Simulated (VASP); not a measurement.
Wanted: the native input for a VASP 6.6.1 run.

| Item | Value |
| --- | --- |
| Task | single point |
| Functional | r2SCAN |
| Potentials or basis | VASP PAW PBE potentials, release 64 (Pt, Se) |
| Cutoff | 520 eV |
| k mesh | 8 × 8 × 4 |
| Occupations | gaussian, width 0.05 eV |
| Spin | no spin polarisation |
| Dipole correction | no |
| Further INCAR settings | ALGO = Normal; EDIFF = 1e-06; NBANDS = 18 |

The system is PtSe2.

```
Pt Se
1.0
     3.71866    0.00000    0.00000
    -1.85933    3.22045    0.00000
     0.00000    0.00000    5.93974
Pt Se
1 2
Direct
  0.00000 0.00000 0.00000
  0.33333 0.66667 0.22082
  0.66667 0.33333 0.77918
```

This cell differs from its parent crystal: volume scaled by 1.020.

The input as run:

POSCAR

```
PtSe2
1.0
    3.7186576222      0.0000000000      0.0000000000
   -1.8593288111      3.2204519688      0.0000000000
    0.0000000000      0.0000000000      5.9397436826
Pt Se
1 2
Direct
    0.0000000000      0.0000000000      0.0000000000
    0.3333333333      0.6666666667      0.2208163562
    0.6666666667      0.3333333333      0.7791836438
```

INCAR.step1

```
PREC     = Accurate       # precision mode
ENCUT    = 520            # plane-wave cutoff, eV
ISMEAR   = 0              # smearing method
SIGMA    = 0.05           # smearing width, eV
LREAL    = False          # projectors in reciprocal space
LASPH    = True           # aspherical terms in the spheres
NELM     = 100            # most SCF steps
NBANDS   = 18             # bands
GGA      = PE             # functional
ALGO     = Normal         # electronic algorithm
EDIFF    = 1E-4           # SCF threshold, eV
LWAVE    = True           # write WAVECAR
LCHARG   = False          # write CHGCAR
```

INCAR.step2

```
PREC     = Accurate       # precision mode
ENCUT    = 520            # plane-wave cutoff, eV
EDIFF    = 1E-6           # SCF threshold, eV
ISMEAR   = 0              # smearing method
SIGMA    = 0.05           # smearing width, eV
LREAL    = False          # projectors in reciprocal space
LASPH    = True           # aspherical terms in the spheres
NELM     = 100            # most SCF steps
ALGO     = Normal         # electronic algorithm
ISIF     = 2              # what is computed and relaxed
LWAVE    = False          # write WAVECAR
LCHARG   = False          # write CHGCAR
METAGGA  = R2SCAN         # meta-GGA
LMIXTAU  = True         
NBANDS   = 18             # bands
ISTART   = 1
```

KPOINTS

```
Automatic mesh
0
Gamma
  8 8 4
```

Potentials or basis: VASP PAW PBE potentials, release 64 (Pt, Se).

Command:

```bash
$ cat potpaw_PBE.64/Pt/POTCAR potpaw_PBE.64/Se/POTCAR > POTCAR
$ cp INCAR.step1 INCAR
$ mpirun -np 1 vasp_std > vasp.out
$ cp INCAR.step2 INCAR
$ mpirun -np 1 vasp_std > vasp.out
```

Results of the run:

```
Pressure               : -0.2 GPa
Largest force          : 0.008 eV/Å
Band gap on the k mesh : 0.73 eV, indirect (least direct gap 0.95 eV)
```

Caveat: the PAW data sets were made with another functional, which shifts forces and pressure a little; spin-orbit coupling is left out, which moves the levels of the heavy elements.

Wall time 2.4 min on 1 thread of Intel(R) Xeon(R) Platinum 8559C (Emerald Rapids), on a shared host, peak memory 0.22 GiB.
